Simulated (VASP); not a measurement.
# ZrN (Fm-3m) in VASP: elastic constants with PBEsol

Aim: the elastic constants of ZrN with PBEsol.

All numbers are computed with VASP 6.6.1; they aren't measurements. Logs are shortened: lines on timing, memory, paths and dates and some standing lists are left out, and cuts for length are marked.

**1. The cell of the first run**

It takes space group Fm-3m (No. 225, cubic). The conventional cell has a = 4.511 Å, b = 4.511 Å, c = 4.511 Å, α = 90.00°, β = 90.00°, γ = 90.00°. Within 3.0 Å of Zr (site symmetry m-3m) lie 6 N at 2.26 Å. Within 3.0 Å of N (site symmetry m-3m) lie 6 Zr at 2.26 Å.

**2. Elastic constants, PBEsol**

INCAR

```
SYSTEM = ZrN
PREC = Accurate
ENCUT = 600
EDIFF = 1E-8
ISMEAR = -1
SIGMA = 0.15
LREAL = .FALSE.
LASPH = .TRUE.
NELM = 120
ALGO = Normal
ISIF = 3
LWAVE = .FALSE.
LCHARG = .FALSE.
GGA = PS
NBANDS = 16
IBRION = 6
NFREE = 2
POTIM = 0.015
NSW = 1
GGA_COMPAT = .FALSE.
```

KPOINTS

```
regular mesh
0
G
  16 16 16
  0 0 0
```

POSCAR

```
ZrN
1.0
    0.0000000000      2.2553468967      2.2553468967
    2.2553468967      0.0000000000      2.2553468967
    2.2553468967      2.2553468967      0.0000000000
Zr N
1 1
Direct
    0.0000000000      0.0000000000      0.0000000000
    0.5000000000      0.5000000000      0.5000000000
```

Potentials or basis: VASP PAW PBE potentials, release 64 (Zr_sv, N).

Command:

```console
$ cat potpaw_PBE.64/Zr_sv/POTCAR potpaw_PBE.64/N/POTCAR > POTCAR
$ mpirun -np 1 vasp_std > vasp.out
```

OUTCAR:

```text
SYSTEM = ZrN
   PREC = Accurate
   ENCUT = 600
   EDIFF = 1E-8
   ISMEAR = -1
   LREAL = .FALSE.
   LASPH = .TRUE.
   NELM = 120
   ISIF = 3
   GGA = PS
   IBRION = 6
   NFREE = 2
   POTIM = 0.015
   NSW = 1

 ion  position               nearest neighbor table
   1  0.000  0.000  0.000-   2 2.26   2 2.26   2 2.26   2 2.26   2 2.26   2 2.26
   2  0.500  0.500  0.500-   1 2.26   1 2.26   1 2.26   1 2.26   1 2.26   1 2.26

  LATTYP: Found a face centered cubic cell.
 ALAT       =     4.5106937934

  Lattice vectors:

 A1 = (   0.0000000000,   2.2553468967,   2.2553468967)
 A2 = (   2.2553468967,   0.0000000000,   2.2553468967)
 A3 = (   2.2553468967,   2.2553468967,   0.0000000000)

Analysis of symmetry for initial positions (statically):
=====================================================================
 Subroutine PRICEL returns:
 Original cell was already a primitive cell.

 Routine SETGRP: Setting up the symmetry group for a
 face centered cubic supercell.

 Subroutine GETGRP returns: Found 48 space group operations
 (whereof 48 operations were pure point group operations)
 out of a pool of 48 trial point group operations.

The static configuration has the point symmetry O_h .

Analysis of symmetry for dynamics (positions and initial velocities):
=====================================================================
 Subroutine PRICEL returns:
 Original cell was already a primitive cell.

 Routine SETGRP: Setting up the symmetry group for a
 face centered cubic supercell.

 Subroutine GETGRP returns: Found 48 space group operations
 (whereof 48 operations were pure point group operations)
 out of a pool of 48 trial point group operations.

The dynamic configuration has the point symmetry O_h .

 Subroutine INISYM returns: Found 48 space group operations
 (whereof 48 operations are pure point group operations),
 and found     1 'primitive' translations

[... 785 lines left out ...]
      5      -3.7131      2.00000
      6       8.8224      2.00000
[... 8 lines left out ...]
     15      22.3784      0.00000
     16      33.5034      0.00000

 [... further k-points ...]

------------------------ aborting loop because EDIFF is reached ----------------------------------------

  FORCE on cell =-STRESS in cart. coord.  units (eV):
  Direction    XX          YY          ZZ          XY          YZ          ZX
  --------------------------------------------------------------------------------------
  -------------------------------------------------------------------------------------
  Total        1.2034687      1.1915187      1.1915187      0.0000000     -0.0000000      0.0000000
  in kB       84.0379298     83.2034596     83.2034596      0.0000000     -0.0000000      0.0000000
  external PRESSURE =      83.4816164 kB  Pullay stress =       0.0000000 kB
[... 17 lines left out ...]
  FREE ENERGIE OF THE ION-ELECTRON SYSTEM (eV)
  ---------------------------------------------------
  free  energy   TOTEN  =       -21.5585662588 eV

  energy  without entropy=      -21.5134256032  energy(sigma->0) =      -21.53599593

 INTERNAL STRAIN TENSORS FROM STRAINED CELLS
 ============================================

 INTERNAL STRAIN TENSOR FOR ION    1 for displacements in x,y,z  (eV/Angst):
          X           Y           Z          XY          YZ          ZX
  --------------------------------------------------------------------------------
  x     0.00000     0.00000    -0.00000     0.00000    -0.00000    -0.00000
  y    -0.00000    -0.00000    -0.00000     0.00000    -0.00000    -0.00000
  z    -0.00000    -0.00000     0.00000    -0.00000     0.00000    -0.00000

 INTERNAL STRAIN TENSORS FROM DISPLACED ATOMS
 ============================================

 INTERNAL STRAIN TENSOR FOR ION    1 for displacements in x,y,z  (eV/Angst):
          X           Y           Z          XY          YZ          ZX
  --------------------------------------------------------------------------------
  x     0.00000     0.00000     0.00000     0.00000     0.00000     0.00000
  y     0.00000     0.00000     0.00000     0.00000     0.00000     0.00000
  z     0.00000     0.00000     0.00000     0.00000     0.00000     0.00000

 INTERNAL STRAIN TENSOR FOR ION    2 for displacements in x,y,z  (eV/Angst):
          X           Y           Z          XY          YZ          ZX
  --------------------------------------------------------------------------------
  x     0.00000     0.00000     0.00000     0.00000     0.00000     0.00000
  y     0.00000     0.00000     0.00000     0.00000     0.00000     0.00000
  z     0.00000     0.00000     0.00000     0.00000     0.00000     0.00000

 Eigenvectors and eigenvalues of the dynamical matrix
 ----------------------------------------------------

   1 f  =   15.834001 THz    99.487961 2PiTHz  528.165416 cm-1    65.484136 meV
             X         Y         Z           dx          dy          dz
      0.000000  0.000000  0.000000     0.364742    0.000000   -0.000000
      2.255347  2.255347  2.255347    -0.931109    0.000000   -0.000000
[... 21 lines left out ...]
   6 f/i=    0.000496 THz     0.003115 2PiTHz    0.016535 cm-1     0.002050 meV
             X         Y         Z           dx          dy          dz
      0.000000  0.000000  0.000000     0.096654    0.863418   -0.334860
      2.255347  2.255347  2.255347     0.037862    0.338225   -0.131174

--------------------------------------------------------------------------------------------------------

 ELASTIC MODULI CONTR FROM IONIC RELAXATION (kBar)
 Direction    XX          YY          ZZ          XY          YZ          ZX
 --------------------------------------------------------------------------------
 XX           0.0000      0.0000      0.0000      0.0000      0.0000      0.0000
 YY           0.0000      0.0000      0.0000      0.0000      0.0000      0.0000
 ZZ           0.0000      0.0000      0.0000      0.0000      0.0000      0.0000
 XY           0.0000      0.0000      0.0000      0.0000      0.0000      0.0000
 YZ           0.0000      0.0000      0.0000      0.0000      0.0000      0.0000
 ZX           0.0000      0.0000      0.0000      0.0000      0.0000      0.0000
 --------------------------------------------------------------------------------

 TOTAL ELASTIC MODULI (kBar)
 Direction    XX          YY          ZZ          XY          YZ          ZX
 --------------------------------------------------------------------------------
 XX        6587.6529   1140.1915   1140.1915      0.0000      0.0000      0.0000
 YY        1140.1915   6587.6529   1140.1915      0.0000     -0.0000      0.0000
 ZZ        1140.1915   1140.1915   6587.6529      0.0000      0.0000      0.0000
 XY           0.0000      0.0000      0.0000   1296.0083      0.0000     -0.0000
 YZ           0.0000     -0.0000      0.0000      0.0000   1296.0083      0.0000
 ZX           0.0000      0.0000      0.0000     -0.0000      0.0000   1296.0083
 --------------------------------------------------------------------------------
```

It took 26 min on 1 thread of Intel Xeon 6975P-C (Granite Rapids), shared host; peak memory 0.85 GiB.

Results:

| Property | Result |
| --- | --- |
| Elastic constants C11, C12, C44 | 659, 114, 130 GPa |
| Voigt bulk modulus | 296 GPa |
| Highest phonon frequency at Γ | 528 cm⁻¹ |

Phonon frequencies in cm⁻¹ (negative: imaginary):
| q point | frequencies |
| --- | --- |
| (0.000, 0.000, 0.000) | 0 0 0 528 528 528 |

Elastic tensor in Voigt notation (GPa, in the Cartesian axes of the cell as first typed):
```
659 114 114   0   0   0
114 659 114   0   0   0
114 114 659   0   0   0
  0   0   0 130   0   0
  0   0   0   0 130   0
  0   0   0   0   0 130
```

Clamped-ion elastic tensor (GPa):
```
659 114 114   0   0   0
114 659 114   0   0   0
114 114 659   0   0   0
  0   0   0 130   0   0
  0   0   0   0 130   0
  0   0   0   0   0 130
```

Caveat: the cell is under stress, which shifts elastic constants; the PAW data sets were made with another functional, which shifts forces and pressure a little.
